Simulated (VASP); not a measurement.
# Nb4Ga (Pm-3m) in VASP: a series of runs

Runs on Nb4Ga. Level: PBE. Tasks: single point.

All numbers are computed with VASP 6.6.1; they aren't measurements. Logs are shortened: lines on timing, memory, paths and dates and some standing lists are left out, and cuts for length are marked.

### 1 The cell of the first run

It takes space group Pm-3m (No. 221, cubic). The conventional cell has a = 4.486 Å, b = 4.486 Å, c = 4.486 Å, α = 90.00°, β = 90.00°, γ = 90.00°. Nb (site symmetry 4/mmm) has 2 Ga at 2.24 Å within 3.0 Å. Within 4.2 Å of Nb (site symmetry m-3m) lie 12 Nb at 3.17 Å and 8 Ga at 3.89 Å. Within 3.0 Å of Ga (site symmetry m-3m) lie 6 Nb at 2.24 Å.

### 2 Single point, PBE

Input file INCAR:

```
SYSTEM = Nb4Ga
ALGO     = Fast           ! electronic algorithm
EDIFF    = 1E-6           ! SCF threshold, eV
ENCUT    = 520            ! plane-wave cutoff, eV
GGA      = PE             ! functional
ISIF     = 2              ! what is computed and relaxed
ISMEAR   = 0              ! smearing method
LASPH    = .TRUE.         ! aspherical terms in the spheres
LCHARG   = .FALSE.        ! write CHGCAR
LREAL    = .FALSE.        ! projectors in reciprocal space
LWAVE    = .FALSE.        ! write WAVECAR
NBANDS   = 40             ! bands
NELM     = 100            ! most SCF steps
PREC     = Accurate       ! precision mode
SIGMA    = 0.1            ! smearing width, eV
```

Input file KPOINTS:

```
k-points
0
G
  4 4 4
  0 0 0
```

Input file POSCAR:

```
Nb4Ga
1.0
    4.4864588800      0.0000000000      0.0000000000
    0.0000000000      4.4864588800      0.0000000000
    0.0000000000      0.0000000000      4.4864588800
Nb Ga
4 1
Direct
    0.5000000000      0.0000000000      0.0000000000
    0.0000000000      0.5000000000      0.0000000000
    0.0000000000      0.0000000000      0.5000000000
    0.5000000000      0.5000000000      0.5000000000
    0.0000000000      0.0000000000      0.0000000000
```

Potentials or basis: VASP PAW PBE potentials, release 64 (Nb_sv, Ga_d).

Launch:

```sh
> cat potpaw_PBE.64/Nb_sv/POTCAR potpaw_PBE.64/Ga_d/POTCAR > POTCAR
> mpirun -np 1 vasp_std > vasp.out
```

OUTCAR:

```text
SYSTEM = Nb4Ga
   EDIFF = 1E-6
   ENCUT = 520
   GGA = PE
   ISIF = 2
   ISMEAR = 0
   LASPH = .TRUE.
   LREAL = .FALSE.
   NELM = 100
   PREC = Accurate

 ion  position               nearest neighbor table
   1  0.500  0.000  0.000-   5 2.24   5 2.24
   2  0.000  0.500  0.000-   5 2.24   5 2.24
   3  0.000  0.000  0.500-   5 2.24   5 2.24
   4  0.500  0.500  0.500-
   5  0.000  0.000  0.000-   1 2.24   2 2.24   3 2.24   3 2.24   2 2.24   1 2.24

  LATTYP: Found a simple cubic cell.
 ALAT       =     4.4864588800

  Lattice vectors:

 A1 = (   4.4864588800,   0.0000000000,   0.0000000000)
 A2 = (   0.0000000000,   4.4864588800,   0.0000000000)
 A3 = (   0.0000000000,   0.0000000000,   4.4864588800)

Analysis of symmetry for initial positions (statically):
=====================================================================
 Subroutine PRICEL returns:
 Original cell was already a primitive cell.

 Routine SETGRP: Setting up the symmetry group for a
 simple cubic supercell.

 Subroutine GETGRP returns: Found 48 space group operations
 (whereof 48 operations were pure point group operations)
 out of a pool of 48 trial point group operations.

The static configuration has the point symmetry O_h .

Analysis of symmetry for dynamics (positions and initial velocities):
=====================================================================
 Subroutine PRICEL returns:
 Original cell was already a primitive cell.

 Routine SETGRP: Setting up the symmetry group for a
 simple cubic supercell.

 Subroutine GETGRP returns: Found 48 space group operations
 (whereof 48 operations were pure point group operations)
 out of a pool of 48 trial point group operations.

The dynamic configuration has the point symmetry O_h .

 Subroutine INISYM returns: Found 48 space group operations
 (whereof 48 operations are pure point group operations),
 and found     1 'primitive' translations

----------------------------------------------------------------------------------------

                                     Primitive cell

  volume of cell :      90.3048

[... 75 lines left out ...]
   LSORBIT =      F    spin-orbit coupling
   LASPH  =      T    aspherical Exc in radial PAW
   ENCUT  =  520.0 eV  38.22 Ry    6.18 a.u.   8.34  8.34  8.34*2*pi/ulx,y,z
   NELM   =    100;   NELMIN=  2; NELMDL= -5     # of ELM steps
   EDIFF  = 0.1E-05   stopping-criterion for ELM
   LREAL  =      F    real-space projection
   EDIFFG = 0.1E-04   stopping-criterion for IOM
   NSW    =      0    number of steps for IOM
   IBRION =     -1    ionic relax: 0-MD 1-quasi-New 2-CG
   NFREE  =      0    steps in history (QN), initial steepest desc. (CG)
   ISIF   =      2    stress and relaxation
   ISYM   =      2    0-nonsym 1-usesym 2-fastsym
   POTIM  = 0.5000    time-step for ionic-motion
   TEBEG  =    0.0;   TEEND  =   0.0 temperature during run
   PSTRESS=    0.0 pullay stress
   NELECT =      65.0000    total number of electrons
   NUPDOWN=      -1.0000    fix difference up-down
   EMIN   =  10.00;   EMAX   =-10.00  energy-range for DOS
   EFERMI =   0.00;   METHOD = LEGACY
   ISMEAR =     0;   SIGMA  =   0.10  broadening in eV -4-tet -1-fermi 0-gaus
   EFERMI_NEDOS =   21; number of points for ismear=-14 and -15
   IALGO  =     68    algorithm
   IMIX   =      4    mixing-type and parameters
     AMIX     =   0.40;   BMIX     =  1.00
     AMIX_MAG =   1.60;   BMIX_MAG =  1.00
  volume/ion in A,a.u.               =      18.06       121.88
  Fermi-wavevector in a.u.,A,eV,Ry     =   1.467154  2.772518 29.287081  2.152540
  Thomas-Fermi vector in A             =   2.582805
   LORBIT       =      0    0 simple, 1 ext, 2 COOP (PROOUT), +10 PAW based schemes
   GGA     = PE    functional components
   LHFCALC =     F    Hartree Fock is set to
   AEXX    =    0.0000 exact exchange contribution
   IVDW    =     0    specifies the selected vdW correction
   LEPSILON=     F    determine dielectric tensor
   LRPA    =     F    only Hartree local field effects (RPA)
 non-spin polarized calculation
 RMM-DIIS sequential band-by-band and
 Gauss-broadening in eV      SIGMA  =   0.10
  energy-cutoff  :      520.00
  volume of cell :       90.30
 maximum number of plane-waves:      2469
 NGX is ok and might be reduce to    36
   NGX = 17   NGY = 17   NGZ = 17

 number of electron      65.0000007 magnetization

 Free energy of the ion-electron system (eV)
  ---------------------------------------------------
  ext. energy  EPLUGINS =         0.00000000
  ---------------------------------------------------
  free energy    TOTEN  =       -36.96474732 eV

  energy without entropy =      -36.92810326  energy(sigma->0) =      -36.94642529

 E-fermi :   9.9628     XC(G=0): -12.1655

 val. band max:        9.9592518658   @ k =   0.5000   0.5000   0.2500
 cond. band min:       9.9705773809   @ k =   0.5000   0.5000   0.5000
 fundamental gap:      0.0113255151
 Fermi energy:         9.9627674206

 k-point     1 :       0.0000    0.0000    0.0000
  band No.  band energies     occupation
      1     -44.9700      2.00000
      2     -44.6228      2.00000
      3     -44.5274      2.00000
      4     -44.5274      2.00000
      5     -21.1742      2.00000
      6     -21.1742      2.00000
[... 419 lines left out ...]
     39      13.5024      0.00000
     40      13.7156      0.00000

------------------------ aborting loop because EDIFF is reached ----------------------------------------

  FORCE on cell =-STRESS in cart. coord.  units (eV):
  Direction    XX          YY          ZZ          XY          YZ          ZX
  --------------------------------------------------------------------------------------
  -------------------------------------------------------------------------------------
  Total       16.0526814     16.0526814     16.0526814      0.0000000      0.0000000      0.0000000
  in kB      284.8046611    284.8046611    284.8046611      0.0000000      0.0000000      0.0000000
  external PRESSURE =     284.8046611 kB  Pullay stress =       0.0000000 kB

 VOLUME and BASIS-vectors are now :
 -----------------------------------------------------------------------------
  energy-cutoff  :      520.00
  volume of cell :       90.30
      direct lattice vectors                 reciprocal lattice vectors
     4.486458880  0.000000000  0.000000000     0.222892938  0.000000000  0.000000000
     0.000000000  4.486458880  0.000000000     0.000000000  0.222892938  0.000000000
     0.000000000  0.000000000  4.486458880     0.000000000  0.000000000  0.222892938

 POSITION                                       TOTAL-FORCE (eV/Angst)
 -----------------------------------------------------------------------------------
      2.24323      0.00000      0.00000         0.000000      0.000000      0.000000
      0.00000      2.24323      0.00000         0.000000      0.000000      0.000000
      0.00000      0.00000      2.24323         0.000000      0.000000      0.000000
      2.24323      2.24323      2.24323         0.000000      0.000000      0.000000
      0.00000      0.00000      0.00000         0.000000      0.000000      0.000000
 -----------------------------------------------------------------------------------
    total drift:                                0.000000      0.000000     -0.000000

  FREE ENERGIE OF THE ION-ELECTRON SYSTEM (eV)
  ---------------------------------------------------
  free  energy   TOTEN  =       -36.9647473243 eV

  energy  without entropy=      -36.9281032566  energy(sigma->0) =      -36.94642529
```

It took 4.2 min on 1 thread of Intel Xeon Platinum 8488C (Sapphire Rapids), shared host; peak memory 0.21 GiB.

Results:

* Free energy: -36.9647 eV
* Pressure: 28.5 GPa

Levels at points of the mesh, in eV from the Fermi level:
| k point | band 29 | band 30 | band 31 | band 32 | band 33 | band 34 | band 35 | band 36 |
| --- | --- | --- | --- | --- | --- | --- | --- | --- |
| (0.00, 0.00, 0.00) | 0.17 | 0.17 | 0.17 | 0.99 | 0.99 | 0.99 | 2.13 | 2.13 |
| (0.50, 0.00, 0.00) | -1.61 | -1.27 | -0.96 | -0.96 | 0.70 | 1.22 | 1.22 | 1.23 |
| (0.50, 0.50, 0.00) | -1.08 | -1.00 | -1.00 | -0.80 | -0.52 | 0.25 | 0.25 | 1.24 |
| (0.50, 0.50, 0.50) | -1.19 | 0.01 | 0.01 | 0.01 | 0.22 | 0.22 | 0.92 | 0.92 |

### 3 Single point, PBE

This run uses another cell than the first one, of 21.08 Å³/atom, 1.167 times its volume.

Input file INCAR:

```
ALGO = Fast ; EDIFF = 1E-6
ENCUT = 520 ; GGA = PE
ISIF = 2 ; ISMEAR = 0
LASPH = T ; LCHARG = F
LREAL = F ; LWAVE = F
NBANDS = 40 ; NELM = 80
PREC = Accurate ; SIGMA = 0.1
```

Input file KPOINTS:

```
k-points
0
Gamma
  8 8 8
```

Edit POSCAR of step 2 so:

```diff
@@ -2,5 +2,5 @@
 1.0
-    4.4864588800      0.0000000000      0.0000000000
-    0.0000000000      4.4864588800      0.0000000000
-    0.0000000000      0.0000000000      4.4864588800
+    4.7236497711      0.0000000000      0.0000000000
+    0.0000000000      4.7236497711      0.0000000000
+    0.0000000000      0.0000000000      4.7236497711
 Nb Ga
```

Potentials or basis: VASP PAW PBE potentials, release 64 (Nb_sv, Ga_d).

Launch:

```sh
> cat potpaw_PBE.64/Nb_sv/POTCAR potpaw_PBE.64/Ga_d/POTCAR > POTCAR
> mpirun -np 1 vasp_std > vasp.out
```

OUTCAR:

```text
EDIFF = 1E-6
   ENCUT = 520
   GGA = PE
   ISIF = 2
   ISMEAR = 0
   LASPH = T
   LREAL = F
   NELM = 80
   PREC = Accurate

 ion  position               nearest neighbor table
   1  0.500  0.000  0.000-   5 2.36   5 2.36
   2  0.000  0.500  0.000-   5 2.36   5 2.36
   3  0.000  0.000  0.500-   5 2.36   5 2.36
   4  0.500  0.500  0.500-
   5  0.000  0.000  0.000-   1 2.36   2 2.36   3 2.36   3 2.36   2 2.36   1 2.36

  LATTYP: Found a simple cubic cell.
 ALAT       =     4.7236497711

  Lattice vectors:

 A1 = (   4.7236497711,   0.0000000000,   0.0000000000)
 A2 = (   0.0000000000,   4.7236497711,   0.0000000000)
 A3 = (   0.0000000000,   0.0000000000,   4.7236497711)

Analysis of symmetry for initial positions (statically):
=====================================================================
 Subroutine PRICEL returns:
 Original cell was already a primitive cell.

 Routine SETGRP: Setting up the symmetry group for a
 simple cubic supercell.

[... 167 lines left out ...]
  ---------------------------------------------------
  ext. energy  EPLUGINS =         0.00000000
  ---------------------------------------------------
  free energy    TOTEN  =       -38.18145148 eV

  energy without entropy =      -38.15181266  energy(sigma->0) =      -38.16663207

 E-fermi :   8.1654     XC(G=0): -11.3925

 val. band max:        8.1572793106   @ k =   0.5000   0.5000   0.2500
 cond. band min:       8.1783777118   @ k =   0.3750   0.2500   0.2500
 fundamental gap:      0.0210984013
 Fermi energy:         8.1653901289

 k-point     1 :       0.0000    0.0000    0.0000
  band No.  band energies     occupation
      1     -47.1667      2.00000
      2     -46.8098      2.00000
      3     -46.7611      2.00000
      4     -46.7611      2.00000
      5     -23.1782      2.00000
      6     -23.1782      2.00000
[... 1021 lines left out ...]
     39       9.8851      0.00000
     40      10.3349      0.00000

 [... further k-points ...]
[... 5 lines left out ...]
  --------------------------------------------------------------------------------------
  -------------------------------------------------------------------------------------
  Total       -0.0225983     -0.0225983     -0.0225983     -0.0000000      0.0000000      0.0000000
  in kB       -0.3435217     -0.3435217     -0.3435217     -0.0000000      0.0000000      0.0000000
  external PRESSURE =      -0.3435217 kB  Pullay stress =       0.0000000 kB

 VOLUME and BASIS-vectors are now :
 -----------------------------------------------------------------------------
  energy-cutoff  :      520.00
  volume of cell :      105.40
      direct lattice vectors                 reciprocal lattice vectors
     4.723649771  0.000000000  0.000000000     0.211700708  0.000000000  0.000000000
     0.000000000  4.723649771  0.000000000     0.000000000  0.211700708  0.000000000
     0.000000000  0.000000000  4.723649771     0.000000000  0.000000000  0.211700708

 POSITION                                       TOTAL-FORCE (eV/Angst)
 -----------------------------------------------------------------------------------
      2.36182      0.00000      0.00000         0.000000      0.000000      0.000000
      0.00000      2.36182      0.00000         0.000000      0.000000      0.000000
      0.00000      0.00000      2.36182         0.000000      0.000000      0.000000
      2.36182      2.36182      2.36182         0.000000      0.000000      0.000000
      0.00000      0.00000      0.00000         0.000000      0.000000      0.000000
 -----------------------------------------------------------------------------------
    total drift:                                0.000000      0.000000     -0.000000

  FREE ENERGIE OF THE ION-ELECTRON SYSTEM (eV)
  ---------------------------------------------------
  free  energy   TOTEN  =       -38.1814514798 eV

  energy  without entropy=      -38.1518126617  energy(sigma->0) =      -38.16663207
```

Run time: 12 min. Hardware: 1 thread of Intel Xeon Platinum 8488C (Sapphire Rapids), shared host; peak memory 0.28 GiB.

What came out:

* Free energy: -38.1815 eV
* Pressure: 0.0 GPa
